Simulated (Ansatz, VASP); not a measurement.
# LiH in VASP and in Ansatz

```
Li H
1.0
     2.81255    0.00000    0.00000
    -1.40627    2.43574    0.00000
     0.00000    0.00000   11.84180
Li H
5 5
Direct
  0.00000 0.00000 0.79298
  0.00000 0.00000 0.00000
  0.00000 0.00000 0.20702
  0.33333 0.66667 0.40230
  0.66667 0.33333 0.59770
  0.33333 0.66667 0.69541
  0.66667 0.33333 0.89658
  0.33333 0.66667 0.10342
  0.66667 0.33333 0.30459
  0.00000 0.00000 0.50000
```

Alike in both runs: functional PBE; k mesh 12 × 12 × 2; occupations gaussian, width 0.02 eV; no spin polarisation.

Ansatz relaxed the structure, and its values are those at the end. VASP's run is a single point on that final structure, the one shown.

```csv
,VASP,Ansatz
version,VASP 6.6.1,Ansatz 0.2.0
potentials or method,"VASP PAW PBE potentials, release 64 (Li_sv, H), cutoff 750 eV","scalar-relativistic, plane waves, PAW"
valence electrons in the cell,20,20
```

```csv
,VASP,Ansatz,Ansatz less VASP
gap on the k mesh at the Fermi level (eV),3.46,3.46,+0.003
least direct gap on the mesh (eV),3.50,3.50,+0.004
pressure (GPa),-0.2,0.0,+0.17
```

With one functional, cell and mesh, what is left measures potentials, basis and numerics.
